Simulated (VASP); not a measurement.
# C (C2/m) in VASP: notebook, part 2 of 2

VASP 6.6.1. Earlier steps stand in the parts before.

**3. Elastic constants, PBEsol**

The input, INCAR:

```
ALGO = Normal
EDIFF = 1E-8
ENCUT = 600
GGA = PS
IBRION = 6
ISIF = 3
ISMEAR = 0
LASPH = T
LCHARG = F
LREAL = F
LWAVE = F
NBANDS = 11
NELM = 100
NFREE = 2
NSW = 1
POTIM = 0.015
PREC = Accurate
SIGMA = 0.01
```

The input, KPOINTS:

```
k-points
0
Gamma
  10 10 6
```

The input, POSCAR:

```
C
1.0
    2.1273203072     -1.2282824400      0.0000000000
    2.1273203072      1.2282824400      0.0000000000
   -1.3790696309      0.0000000000      3.5028300786
C
2
Direct
    0.1666444700      0.1666444700      0.9999069600
    0.8333555300      0.8333555300      0.0000930400
```

Potentials or basis: VASP PAW PBE potentials, release 64 (C).

On the command line:

```
> cat potpaw_PBE.64/C/POTCAR > POTCAR
> mpirun -np 1 vasp_std > vasp.out
```

OUTCAR:

```text
EDIFF = 1E-8
   ENCUT = 600
   GGA = PS
   IBRION = 6
   ISIF = 3
   ISMEAR = 0
   LASPH = T
   LREAL = F
   NELM = 100
   NFREE = 2
   NSW = 1
   POTIM = 0.015
   PREC = Accurate

 ion  position               nearest neighbor table
   1  0.167  0.167  1.000-   2 1.42   2 1.42   2 1.42
   2  0.833  0.833  0.000-   1 1.42   1 1.42   1 1.42

  LATTYP: Found a base centered monoclinic cell.
 ALAT       =     4.2546406144
 B/A-ratio  =     0.5773848141
 C/A-ratio  =     0.8848045598
 COS(beta)  =    -0.3663329314

  Lattice vectors:

 A1 = (   2.1273203072,  -1.2282824400,   0.0000000000)
 A2 = (   2.1273203072,   1.2282824400,   0.0000000000)
 A3 = (  -1.3790696309,   0.0000000000,   3.5028300786)

Analysis of symmetry for initial positions (statically):
=====================================================================
 Subroutine PRICEL returns:
 Original cell was already a primitive cell.

 Routine SETGRP: Setting up the symmetry group for a
 base centered monoclinic supercell.

 Subroutine GETGRP returns: Found  4 space group operations
 (whereof  4 operations were pure point group operations)
 out of a pool of  4 trial point group operations.

The static configuration has the point symmetry C_2h.

[... 706 lines left out ...]
  external PRESSURE =      11.2658418 kB  Pullay stress =       0.0000000 kB
[... 17 lines left out ...]
  FREE ENERGIE OF THE ION-ELECTRON SYSTEM (eV)
  ---------------------------------------------------
  free  energy   TOTEN  =       -19.2948064342 eV

  energy  without entropy=      -19.2948064342  energy(sigma->0) =      -19.29480643

 INTERNAL STRAIN TENSORS FROM STRAINED CELLS
 ============================================

 INTERNAL STRAIN TENSOR FOR ION    1 for displacements in x,y,z  (eV/Angst):
          X           Y           Z          XY          YZ          ZX
  --------------------------------------------------------------------------------
  x   -13.69450    13.66121    -0.00749    -0.00001    -0.00038     0.08449
  y     0.00000     0.00000     0.00000    13.59952     0.08155     0.00000
  z    -0.03196    -0.03251     0.10075    -0.00000     0.00002     0.00353

 INTERNAL STRAIN TENSORS FROM DISPLACED ATOMS
 ============================================

 INTERNAL STRAIN TENSOR FOR ION    1 for displacements in x,y,z  (eV/Angst):
          X           Y           Z          XY          YZ          ZX
  --------------------------------------------------------------------------------
  x   -13.63700    13.60836    -0.00506     0.00000     0.00000     0.08209
  y     0.00000     0.00000     0.00000    13.60956     0.08467     0.00000
  z    -0.03122    -0.03253     0.10465     0.00000     0.00000     0.00126

 INTERNAL STRAIN TENSOR FOR ION    2 for displacements in x,y,z  (eV/Angst):
          X           Y           Z          XY          YZ          ZX
  --------------------------------------------------------------------------------
  x    13.63700   -13.60836     0.00506     0.00000     0.00000    -0.08209
  y     0.00000     0.00000     0.00000   -13.60956    -0.08467     0.00000
  z     0.03122     0.03253    -0.10465     0.00000     0.00000    -0.00126

 Eigenvectors and eigenvalues of the dynamical matrix
 ----------------------------------------------------

   1 f  =   47.778607 THz   300.201841 2PiTHz 1593.722776 cm-1   197.596352 meV
             X         Y         Z           dx          dy          dz
     -0.669929  0.000000  3.502504    -0.707107    0.000000    0.000017
      3.545500  0.000000  0.000326     0.707107   -0.000000   -0.000017
[... 16 lines left out ...]
   5 f  =    0.000001 THz     0.000003 2PiTHz    0.000018 cm-1     0.000002 meV
             X         Y         Z           dx          dy          dz
     -0.669929  0.000000  3.502504     0.707107    0.000019   -0.000027
      3.545500  0.000000  0.000326     0.707107    0.000019   -0.000027

   6 f/i=    0.000000 THz     0.000000 2PiTHz    0.000002 cm-1     0.000000 meV
             X         Y         Z           dx          dy          dz
     -0.669929  0.000000  3.502504     0.000023   -0.696833    0.120096
      3.545500  0.000000  0.000326     0.000023   -0.696833    0.120096

--------------------------------------------------------------------------------------------------------

 ELASTIC MODULI CONTR FROM IONIC RELAXATION (kBar)
 Direction    XX          YY          ZZ          XY          YZ          ZX
 --------------------------------------------------------------------------------
 XX        -290.1757    289.5558     -0.0905      0.0000      0.0000      1.7470
 YY         289.5558   -288.9585      0.1252     -0.0000     -0.0000     -1.7429
 ZZ          -0.0905      0.1252     -0.0575      0.0000      0.0000     -0.0000
 XY           0.0000     -0.0000      0.0000   -289.0135     -1.7981     -0.0000
 YZ           0.0000     -0.0000      0.0000     -1.7981     -0.0112     -0.0000
 ZX           1.7470     -1.7429     -0.0000     -0.0000     -0.0000     -0.0105
 --------------------------------------------------------------------------------

 TOTAL ELASTIC MODULI (kBar)
 Direction    XX          YY          ZZ          XY          YZ          ZX
 --------------------------------------------------------------------------------
 XX       10260.8650   1885.3002    -27.9846      0.0000      0.0000    -11.7159
 YY        1885.3002  10260.3045    -31.6813     -0.0000     -0.0000     13.0546
 ZZ         -27.9846    -31.6813    154.4350      0.0000      0.0000     -3.5756
 XY           0.0000     -0.0000      0.0000   4184.3585     13.0179     -0.0000
 YZ           0.0000     -0.0000      0.0000     13.0179      8.0751     -0.0000
 ZX         -11.7159     13.0546     -3.5756     -0.0000     -0.0000     24.6160
 --------------------------------------------------------------------------------
```

OSZICAR:

```text
N       E                     dE             d eps       ncg     rms          rms(c)
DAV:   1     0.209665356598E+01    0.20967E+01   -0.44380E+03  3808   0.725E+02
DAV:   2    -0.199550801727E+02   -0.22052E+02   -0.20952E+02  4960   0.127E+02
DAV:   3    -0.205125245853E+02   -0.55744E+00   -0.55638E+00  4795   0.163E+01
[... 194 lines left out ...]
DAV:   3    -0.192948248697E+02    0.63167E-03   -0.17895E-03  4445   0.264E-01    0.136E-02
DAV:   4    -0.192948103929E+02    0.14477E-04   -0.86473E-05  4650   0.740E-02    0.574E-03
DAV:   5    -0.192948065106E+02    0.38822E-05   -0.11632E-05  4425   0.220E-02    0.152E-03
DAV:   6    -0.192948064364E+02    0.74242E-07   -0.90628E-07  4658   0.695E-03    0.487E-04
DAV:   7    -0.192948064342E+02    0.21951E-08   -0.30108E-08  4345   0.127E-03
  19 F= -.19294806E+02 E0= -.19294806E+02  d E =-.128579E-30
```

stdout:

```text
POSCAR found type information on POSCAR C
 POSCAR found :  1 types and       2 ions
 scaLAPACK will be used
 -----------------------------------------------------------------------------
|                                                                             |
|                                                                             |
|     You enforced a specific xc type in the INCAR file but a different       |
|     I HOPE YOU KNOW WHAT YOU ARE DOING!                                     |
[... 36 lines left out ...]
 Finite differences progress:
 bond charge predicted
 Finite differences progress:
 bond charge predicted
 Finite differences progress:
 bond charge predicted
 Finite differences progress:
 bond charge predicted
 Finite differences progress:
 bond charge predicted
 Finite differences progress:
 bond charge predicted
 Finite differences progress:
```

It took 6.4 min on 1 thread of Intel Xeon 6975P-C, shared host; peak memory 0.24 GiB.

What came out:

| Quantity | Value |
| --- | --- |
| Voigt bulk modulus | 270 GPa |
| Highest phonon frequency at Γ | 1594 cm⁻¹ |

Phonon frequencies in cm⁻¹ (negative: imaginary):
| q point | frequencies |
| --- | --- |
| (0.000, 0.000, 0.000) | 0 0 0 869 1594 1594 |

Elastic tensor in Voigt notation (GPa, in the Cartesian axes of the cell as first typed):
```
1026  189   -3    0   -1    0
 189 1026   -3    0    1    0
  -3   -3   15    0    0    0
   0    0    0    1    0    1
  -1    1    0    0    2    0
   0    0    0    1    0  418
```

Clamped-ion elastic tensor (GPa):
```
1055  160   -3    0   -1    0
 160 1055   -3    0    1    0
  -3   -3   15    0    0    0
   0    0    0    1    0    1
  -1    1    0    0    2    0
   0    0    0    1    0  447
```

Caveat: the cell is under stress, which shifts elastic constants; this functional lacks dispersion, which binds layers or chains, so the pressure and a relaxed spacing across them are unreliable; the PAW data sets were made with another functional, which shifts forces and pressure a little.
